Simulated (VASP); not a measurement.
Here is a VASP 6.6.1 calculation.

File INCAR:

```
  PREC = Accurate
  ENCUT = 520
  EDIFF = 1E-6
  ISMEAR = 0
  SIGMA = 0.1
  LREAL = False
  LASPH = True
  NELM = 60
  ALGO = Normal
  ISIF = 2
  LWAVE = False
  LCHARG = False
  LDIPOL = True
  IDIPOL = 3
  DIPOL = 0.5 0.5 0.500
  GGA = PE
  IBRION = 2
  NSW = 70
  EDIFFG = -0.03
```

File KPOINTS:

```
Automatic mesh
0
Gamma
  12 12 1
```

The input POSCAR:

```
Cu
1.0
    2.5659772323      0.0000000000      0.0000000000
   -1.2829886162      2.2222014687      0.0000000000
    0.0000000000      0.0000000000     18.1902232738
Cu
3
Selective dynamics
Direct
    0.6666666667      0.3333333333      0.3848221044  F F F
    0.3333333333      0.6666666667      0.5000000000  T T T
    0.0000000000      0.0000000000      0.6151778956  T T T
```

Potentials or basis: VASP PAW PBE potentials, release 64 (Cu).

The run is started by

```sh
$ cat potpaw_PBE.64/Cu/POTCAR > POTCAR
$ mpirun -np 1 vasp_std > vasp.out
```

Question: Estimate the band gap on the k mesh.

Answer: Zero (an odd number of electrons rules out a gap without spin polarisation).

Question: What does it give for the energy gained by relaxing?

Answer: 0.6 meV/atom.

Step by step:
```
step  energy change (eV)  largest force on free atoms (eV/Å)  pressure (GPa)
   1              0.0000                              0.0757           -1.24
   2             -0.0003                              0.0647           -1.22
   3             -0.0008                              0.0518           -1.19
   4             -0.0006                              0.1348           -0.95
   5             -0.0009                              0.0807           -1.13
   6             -0.0011                              0.0703           -1.05
   7             -0.0017                              0.0394           -0.98
   8             -0.0019                              0.0259           -0.81
```
